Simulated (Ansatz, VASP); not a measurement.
**One calculation of Sn, two programs**

Contents of INCAR:

```
  ALGO = Normal
  EDIFF = 1E-7
  ENCUT = 520
  GGA = PE
  ISIF = 2
  ISMEAR = 0
  LASPH = True
  LCHARG = True
  LELF = True
  LREAL = False
  LVHAR = True
  LWAVE = False
  NBANDS = 13
  NELM = 80
  PREC = Accurate
  SIGMA = 0.019000000000000003
```

File KPOINTS:

```
k-points
0
Gamma
  10 10 10
```

POSCAR

```
Sn
1.0
   -2.0291894110      2.0291894110      1.6607599896
    2.0291894110     -2.0291894110      1.6607599896
    2.0291894110      2.0291894110     -1.6607599896
Sn
1
Direct
    0.0000000000      0.0000000000      0.0000000000
```

input.yaml

```yaml
crystal:
  lattice:
    - [-2.029189411, 2.029189411, 1.6607599896]
    - [2.029189411, -2.029189411, 1.6607599896]
    - [2.029189411, 2.029189411, -1.6607599896]
  atoms:
    - { symbol: Sn, position: [0.0, 0.0, 0.0] }
hamiltonian:
  xc: pbe
  pseudopotentials: { kind: paw }
kpoints:
  mp_grid: { grid: [10, 10, 10] }
scf:
  occupations: { method: gaussian, width: 0.019 }
output:
  forces: true
  stress: true
  eigenvalues: true
```

Alike in both runs: task single point; functional PBE; k mesh 10 × 10 × 10; occupations gaussian, width 0.019 eV; no spin polarisation.

```csv
,VASP,Ansatz
version,VASP 6.6.1,Ansatz 0.2.0
potentials or method,"VASP PAW PBE potentials, release 64 (Sn_d)",Ansatz PAW
plane-wave cutoff (eV),520,420
valence electrons in the cell,14,14
```

|  | VASP | Ansatz | Ansatz less VASP |
| --- | --- | --- | --- |
| gap on the k mesh at the Fermi level (eV) | none | none | - |
| pressure (GPa) | 0.8 | 0.8 | +0.05 |
| traceless stress, the component that is largest in VASP (GPa) | 0.99 | 0.99 | +0.001 |

A gap of «none» marks a metal or a gap that the smearing closes.
